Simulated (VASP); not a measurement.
# Ir (Fm-3m) in VASP: further runs, part 2 of 2

VASP 6.6.1.

## Step 4: Relaxation of cell and atoms, PBE, target pressure 5 GPa, at which the enthalpy is minimised

This run uses another cell than the first one, of 14.06 Å³/atom, 0.997 times its volume.

INCAR

```
PREC = Accurate ; ENCUT = 500
EDIFF = 1E-7 ; ISMEAR = -1
SIGMA = 0.05 ; LREAL = False
LASPH = True ; NELM = 120
ALGO = Normal ; ISIF = 3
LWAVE = False ; LCHARG = False
GGA = PE ; IBRION = 2
NSW = 60 ; EDIFFG = -0.01
PSTRESS = 50.0 ; GGA_COMPAT = False
NELMIN = 4
```

KPOINTS

```
Automatic mesh
0
Gamma
  12 12 12
```

POSCAR

```
Ir
1.0
    0.0000000000      1.9156000000      1.9156000000
    1.9156000000      0.0000000000      1.9156000000
    1.9156000000      1.9156000000      0.0000000000
Ir
1
Direct
    0.0000000000      0.0000000000      0.0000000000
```

Potentials or basis: VASP PAW PBE potentials, release 64 (Ir).

On the command line:

```bash
cat potpaw_PBE.64/Ir/POTCAR > POTCAR
mpirun -np 1 vasp_std > vasp.out
```

OUTCAR:

```text
PREC = Accurate
   ENCUT = 500
   EDIFF = 1E-7
   ISMEAR = -1
   LREAL = False
   LASPH = True
   NELM = 120
   ISIF = 3
   GGA = PE
   IBRION = 2
   NSW = 60
   EDIFFG = -0.01
   PSTRESS = 50.0
   NELMIN = 4

 ion  position               nearest neighbor table
   1  0.000  0.000  0.000-

  LATTYP: Found a face centered cubic cell.
 ALAT       =     3.8312000000

  Lattice vectors:

 A1 = (   0.0000000000,   1.9156000000,   1.9156000000)
 A2 = (   1.9156000000,   0.0000000000,   1.9156000000)
 A3 = (   1.9156000000,   1.9156000000,   0.0000000000)

Analysis of symmetry for initial positions (statically):
[... 5 lines left out ...]
 face centered cubic supercell.

 Subroutine GETGRP returns: Found 48 space group operations
 (whereof 48 operations were pure point group operations)
 out of a pool of 48 trial point group operations.

The static configuration has the point symmetry O_h .

Analysis of symmetry for dynamics (positions and initial velocities):
[... 5 lines left out ...]
 face centered cubic supercell.

 Subroutine GETGRP returns: Found 48 space group operations
 (whereof 48 operations were pure point group operations)
 out of a pool of 48 trial point group operations.

The dynamic configuration has the point symmetry O_h .

 Subroutine INISYM returns: Found 48 space group operations
 (whereof 48 operations are pure point group operations),
 and found     1 'primitive' translations

----------------------------------------------------------------------------------------

                                     Primitive cell

  volume of cell :      14.0587

  direct lattice vectors                    reciprocal lattice vectors
     0.000000000  1.915600000  1.915600000    -0.261014826  0.261014826  0.261014826
     1.915600000  0.000000000  1.915600000     0.261014826 -0.261014826  0.261014826
     1.915600000  1.915600000  0.000000000     0.261014826  0.261014826 -0.261014826

  length of vectors
     2.709067500  2.709067500  2.709067500     0.452090940  0.452090940  0.452090940

  position of ions in fractional coordinates (direct lattice)
     0.000000000  0.000000000  0.000000000

  ion indices of the primitive-cell ions
[... 97 lines left out ...]
  Thomas-Fermi vector in A             =   2.532839
   LORBIT       =      0    0 simple, 1 ext, 2 COOP (PROOUT), +10 PAW based schemes
   GGA     = PE    functional components
   LHFCALC =     F    Hartree Fock is set to
   AEXX    =    0.0000 exact exchange contribution
   IVDW    =     0    specifies the selected vdW correction
   LEPSILON=     F    determine dielectric tensor
   LRPA    =     F    only Hartree local field effects (RPA)
 conjugate gradient relaxation of ions
 non-spin polarized calculation
  energy-cutoff  :      500.00
  volume of cell :       14.06
 maximum number of plane-waves:       368
   NGX =  9   NGY =  9   NGZ =  9

--------------------------------------- Ionic step        1  -------------------------------------------

 number of electron       9.0000000 magnetization

 Free energy of the ion-electron system (eV)
  ---------------------------------------------------
  ext. energy  EPLUGINS =         0.00000000
  ---------------------------------------------------
  free energy    TOTEN  =        -8.85357878 eV

  energy without entropy =       -8.84885843  energy(sigma->0) =       -8.85121860

------------------------ aborting loop because EDIFF is reached ----------------------------------------

  FORCE on cell =-STRESS in cart. coord.  units (eV):
  Direction    XX          YY          ZZ          XY          YZ          ZX
  --------------------------------------------------------------------------------------
  -------------------------------------------------------------------------------------
  Total        1.0327563      1.0327563      1.0327563      0.0000000      0.0000000      0.0000000
  in kB      117.6966077    117.6966077    117.6966077      0.0000000      0.0000000      0.0000000
  external PRESSURE =      67.6966077 kB  Pullay stress =      50.0000000 kB
[... 24 lines left out ...]
--------------------------------------- Ionic step        2  -------------------------------------------

 number of electron       9.0000000 magnetization

 E-fermi :   9.1017     XC(G=0): -13.5252

 val. band max:        9.0953068473   @ k =  -0.3333   0.3333   0.0000
 cond. band min:       9.1073294315   @ k =  -0.2500   0.0833   0.0000
 fundamental gap:      0.0120225842
 Fermi energy:         9.1017474057

 k-point     1 :       0.0000    0.0000    0.0000
  band No.  band energies     occupation
      1      -1.1985      2.00000
      2       5.6468      2.00000
      3       5.6468      2.00000
      4       5.6468      2.00000
      5       8.0141      2.00000
      6       8.0141      2.00000
      7      23.5515      0.00000
      8      28.6720      0.00000
[... 326 lines left out ...]
--------------------------------------- Ionic step        4  -------------------------------------------

 number of electron       9.0000000 magnetization

 Free energy of the ion-electron system (eV)
  ---------------------------------------------------
  ext. energy  EPLUGINS =         0.00000000
  ---------------------------------------------------
  free energy    TOTEN  =        -8.86623296 eV

  energy without entropy =       -8.86136341  energy(sigma->0) =       -8.86379819

 E-fermi :  10.2442     XC(G=0): -13.9238

 val. band max:       10.2281797059   @ k =  -0.3333   0.3333   0.0000
 cond. band min:      10.2452311425   @ k =  -0.2500   0.0833   0.0000
 fundamental gap:      0.0170514366
 Fermi energy:        10.2441796079

 k-point     1 :       0.0000    0.0000    0.0000
  band No.  band energies     occupation
      1      -0.7847      2.00000
      2       6.3941      2.00000
      3       6.3941      2.00000
      4       6.3941      2.00000
      5       9.0336      2.00000
      6       9.0336      2.00000
      7      24.5672      0.00000
      8      30.0837      0.00000
[... 285 lines left out ...]
  energy  without entropy=       -8.8613634094  energy(sigma->0) =       -8.86379819

  enthalpy is  TOTEN    =        -8.4198748001 eV   P V=        0.4463581618

 reached required accuracy - stopping structural energy minimisation
```

OSZICAR:

```text
N       E                     dE             d eps       ncg     rms          rms(c)
DAV:   1     0.436515262964E+02    0.43652E+02   -0.43046E+03  1168   0.986E+02
[... 30 lines left out ...]
   3 F= -.84198695E+01 E0= -.84174326E+01  d E =-.502737E-02
       N       E                     dE             d eps       ncg     rms          rms(c)
DAV:   1    -0.886624397335E+01    0.20196E-03   -0.45911E-04  1232   0.354E-01    0.313E-02
DAV:   2    -0.886623359624E+01    0.10377E-04   -0.27470E-05  1264   0.725E-02    0.111E-02
DAV:   3    -0.886623274581E+01    0.85043E-06   -0.54280E-06  1352   0.295E-02    0.351E-03
DAV:   4    -0.886623296535E+01   -0.21954E-06   -0.12458E-07  1080   0.386E-03    0.199E-04
DAV:   5    -0.886623296194E+01    0.34084E-08   -0.27980E-09   608   0.588E-04
   4 F= -.84198748E+01 E0= -.84174400E+01  d E =-.503266E-02
```

CONTCAR:

```text
Ir
   1.00000000000000
     0.0000000000000000    1.9266286799221317    1.9266286799221317
     1.9266286799221317    0.0000000000000000    1.9266286799221317
     1.9266286799221317    1.9266286799221317    0.0000000000000000
  Ir
     1
Direct
     0.0000000000000000    0.0000000000000000    0.0000000000000000

  0.00000000E+00  0.00000000E+00  0.00000000E+00
```

Wall time 12 s (1 thread of AMD EPYC 9R45 (Zen 5), shared host); peak memory 0.11 GiB.

What came out:

| Quantity | Value |
| --- | --- |
| Free energy | -8.8662 eV |
| Relaxed volume | 14.30 Å³/atom |
| Relaxed cell | a = 2.725 Å, b = 2.725 Å, c = 2.725 Å, α = 60.00°, β = 60.00°, γ = 60.00° |
| Space group after relaxing (to 0.05 Å) | Fm-3m (No. 225) |
| Energy change on relaxing (the enthalpy is what falls) | -12.7 meV/atom |
| Ionic steps | 4 |
| Pressure after relaxing | 5.0 GPa |

The path:
```
step  energy change (eV)  largest force (eV/Å)  pressure (GPa)  volume (Å³)
   1              0.0000                0.0000           11.77        14.06
   2              0.0279                0.0000          -16.42        15.30
   3             -0.0129                0.0000            4.81        14.31
   4             -0.0127                0.0000            4.99        14.30
```

Final structure:
```cif
data_structure
_symmetry_space_group_name_H-M 'P 1'
_symmetry_Int_Tables_number 1
_cell_length_a 2.7247
_cell_length_b 2.7247
_cell_length_c 2.7247
_cell_angle_alpha 60.000
_cell_angle_beta 60.000
_cell_angle_gamma 60.000
_cell_volume 14.30
loop_
_atom_site_label
_atom_site_type_symbol
_atom_site_fract_x
_atom_site_fract_y
_atom_site_fract_z
_atom_site_occupancy
Ir1 Ir 0.00000 0.00000 0.00000 1
```

Caveat: the cell is relaxed towards a set pressure, so the enthalpy falls and the energy may rise; spin-orbit coupling is left out, which moves the levels of the heavy elements.

## Step 5: Relaxation of cell and atoms, PBE, target pressure 10 GPa, at which the enthalpy is minimised

This run uses another cell than the first one, of 14.06 Å³/atom, 0.997 times its volume.

INCAR

```
  ALGO = Normal
  EDIFF = 1E-7
  EDIFFG = -0.01
  ENCUT = 500
  GGA = PE
  GGA_COMPAT = False
  IBRION = 2
  ISIF = 3
  ISMEAR = -1
  LASPH = True
  LCHARG = False
  LREAL = False
  LWAVE = False
  NELM = 120
  NELMIN = 4
  NSW = 60
  PREC = Accurate
  PSTRESS = 100.0
  SIGMA = 0.05
```

KPOINTS

```
k-points
0
Gamma
  12 12 12
```

POSCAR is that of step 4.

On the command line:

```bash
cat potpaw_PBE.64/Ir/POTCAR > POTCAR
mpirun -np 1 vasp_std > vasp.out
```

It took 10 s on 1 thread of AMD EPYC 9R45 (Zen 5), shared host; peak memory 0.11 GiB.

The run converged. Its results:

| Property | Result |
| --- | --- |
| Free energy | -8.8577 eV |
| Relaxed volume | 14.12 Å³/atom |
| Relaxed cell | a = 2.713 Å, b = 2.713 Å, c = 2.713 Å, α = 60.00°, β = 60.00°, γ = 60.00° |
| Space group after relaxing (to 0.05 Å) | Fm-3m (No. 225) |
| Energy change on relaxing (the enthalpy is what falls) | -4.2 meV/atom |
| Ionic steps | 3 |
| Pressure after relaxing | 10.0 GPa |

The path:
```tsv
step	energy change (eV)	largest force (eV/Å)	pressure (GPa)	volume (Å³)
1	0.0000	0.0000	11.77	14.06
2	-0.0145	0.0000	3.07	14.38
3	-0.0042	0.0000	10.00	14.12
```

Final structure:
```
Ir
1.0
     0.00000    1.91838    1.91838
     1.91838    0.00000    1.91838
     1.91838    1.91838    0.00000
Ir
1
Direct
  0.00000 0.00000 0.00000
```

Levels at points of the mesh, in eV from the Fermi level:
```csv
k point,band 1,band 2,band 3,band 4,band 5,band 6,band 7,band 8
"(0.00, 0.00, 0.00)",-11.17,-3.93,-3.93,-3.93,-1.24,-1.24,14.29,19.89
"(0.50, 0.00, 0.00)",-8.15,-4.04,-4.04,-0.80,0.87,0.87,7.25,13.83
"(0.50, 0.50, 0.00)",-7.97,-7.39,0.83,1.45,1.45,1.67,10.51,11.69
```

Caveat: the cell is relaxed towards a set pressure, so the enthalpy falls and the energy may rise; spin-orbit coupling is left out, which moves the levels of the heavy elements.

## Step 6: Relaxation of cell and atoms, PBE, target pressure 20 GPa, at which the enthalpy is minimised

This run uses another cell than the first one, of 14.06 Å³/atom, 0.997 times its volume.

INCAR

```
SYSTEM = Ir
PREC = Accurate ; ENCUT = 500
EDIFF = 1E-7 ; ISMEAR = -1
SIGMA = 0.05 ; LREAL = .False.
LASPH = .True. ; NELM = 120
ALGO = Normal ; ISIF = 3
LWAVE = .False. ; LCHARG = .False.
GGA = PE ; IBRION = 2
NSW = 60 ; EDIFFG = -0.01
PSTRESS = 200.0 ; GGA_COMPAT = .False.
NELMIN = 4
```

KPOINTS

```
Automatic mesh
0
Gamma
  12 12 12
  0 0 0
```

POSCAR is that of step 5.

Potentials or basis: VASP PAW PBE potentials, release 64 (Ir).

On the command line:

```bash
cat potpaw_PBE.64/Ir/POTCAR > POTCAR
mpirun -np 1 vasp_std > vasp.out
```

Run time: 13 s. Hardware: 1 thread of AMD EPYC 9R45 (Zen 5), shared host; peak memory 0.11 GiB.

Results (log left out):

```
Free energy                                            : -8.8275 eV
Relaxed volume                                         : 13.79 Å³/atom
Relaxed cell                                           : a = 2.692 Å, b = 2.692 Å, c = 2.692 Å, α = 60.00°, β = 60.00°, γ = 60.00°
Space group after relaxing (to 0.05 Å)                 : Fm-3m (No. 225)
Energy change on relaxing (the enthalpy is what falls) : +26.1 meV/atom
Ionic steps                                            : 4
Pressure after relaxing                                : 20.0 GPa
```

The path:
```
step  energy change (eV)  largest force (eV/Å)  pressure (GPa)  volume (Å³)
   1              0.0000                0.0000           11.77        14.06
   2              0.3301                0.0000           68.44        12.64
   3              0.0250                0.0000           19.66        13.80
   4              0.0261                0.0000           19.96        13.79
```

Final structure:
```
Ir
1.0
     0.00000    1.90348    1.90348
     1.90348    0.00000    1.90348
     1.90348    1.90348    0.00000
Ir
1
Direct
  0.00000 0.00000 0.00000
```

Levels at points of the mesh, in eV from the Fermi level:
```csv
k point,band 1,band 2,band 3,band 4,band 5,band 6,band 7,band 8
"(0.00, 0.00, 0.00)",-11.43,-4.08,-4.08,-4.08,-1.28,-1.28,14.24,19.97
"(0.50, 0.00, 0.00)",-8.41,-4.19,-4.19,-0.86,0.90,0.90,7.49,13.78
"(0.50, 0.50, 0.00)",-8.25,-7.66,0.87,1.51,1.51,1.66,10.83,11.79
```

Caveat: the cell is relaxed towards a set pressure, so the enthalpy falls and the energy may rise; spin-orbit coupling is left out, which moves the levels of the heavy elements.

## Step 7: Summary

| task | cell | gap on the mesh (eV) | pressure (GPa) |
| --- | --- | --- | --- |
| single point | a = 2.712 Å, angles 60.0°, 1 atom | none | 10.6 |
| relaxation of cell and atoms | relaxed to 2 GPa from a = 2.709 Å, angles 60.0°, 1 atom | none | 2.0 |
| relaxation of cell and atoms | relaxed to 5 GPa from a = 2.709 Å, angles 60.0°, 1 atom | none | 5.0 |
| relaxation of cell and atoms | relaxed to 10 GPa from a = 2.709 Å, angles 60.0°, 1 atom | none | 10.0 |
| relaxation of cell and atoms | relaxed to 20 GPa from a = 2.709 Å, angles 60.0°, 1 atom | none | 20.0 |

Alike in all rows: level PBE; potentials or basis VASP PAW PBE potentials, release 64 (Ir); no spin polarisation; k mesh 12 × 12 × 12; cutoff (eV) 500; smearing fermi-dirac 0.05 eV.

Caveats: spin-orbit coupling is left out, which moves the levels of the heavy elements; the cell is relaxed towards a set pressure, so the enthalpy falls and the energy may rise (some runs).

Absolute energies hang on the potentials; compare differences alone.
